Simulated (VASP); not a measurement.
**SnTe: single point with PBEsol**

Crystal: SnTe.

```xyz
2
Lattice="0.0000 3.1565 3.2354 3.1565 0.0000 3.2354 3.1565 3.1565 0.0000" Properties=species:S:1:pos:R:3 pbc="T T T"
Sn    0.0000    0.0000    0.0000
Te    3.1565    3.1565    3.2354
```

This cell differs from its parent crystal: strain +0.000 along x and y, +0.025 along z.

* Program: VASP 6.6.1
* Task: single point
* Functional: PBEsol
* Potentials or basis: VASP PAW PBE potentials, release 64 (Sn_d, Te)
* Cutoff: 500 eV
* k mesh: 10 × 10 × 10
* Occupations: gaussian, width 0.03 eV
* Spin: no spin polarisation

```json
{
  "Pressure": "-1.5 GPa",
  "Band gap on the k mesh": "0.09 eV"
}
```

Stress tensor (GPa, compression positive):
```
-0.65  0.00  0.00
 0.00 -0.65  0.00
 0.00  0.00 -3.33
```

Levels at points of the mesh, in eV from the valence-band top:
```tsv
k point	band 8	band 9	band 10	band 11	band 12	band 13
(0.00, 0.00, 0.00)	-2.09	-2.09	-1.83	2.94	3.52	3.52
(0.50, 0.00, 0.00)	-1.71	-1.64	0.00	0.09	0.42	0.49
(0.50, 0.50, 0.00)	-5.30	-3.51	-3.51	2.31	4.89	4.89
(0.50, 0.00, 0.50)	-5.36	-3.71	-3.43	2.25	4.48	5.10
```

Wall time 49 s on 1 thread of AMD EPYC 9R45 96-Core Processor (Zen 5) (shared host), peak memory 0.24 GiB.

Caveat: the cell differs from its parent crystal (strain +0.000 along x and y, +0.025 along z); semilocal functionals underestimate gaps, and a narrow one can read as zero; the PAW data sets were made with another functional, which shifts forces and pressure a little; spin-orbit coupling is left out, which moves the levels of the heavy elements. A k mesh can miss the band edges.
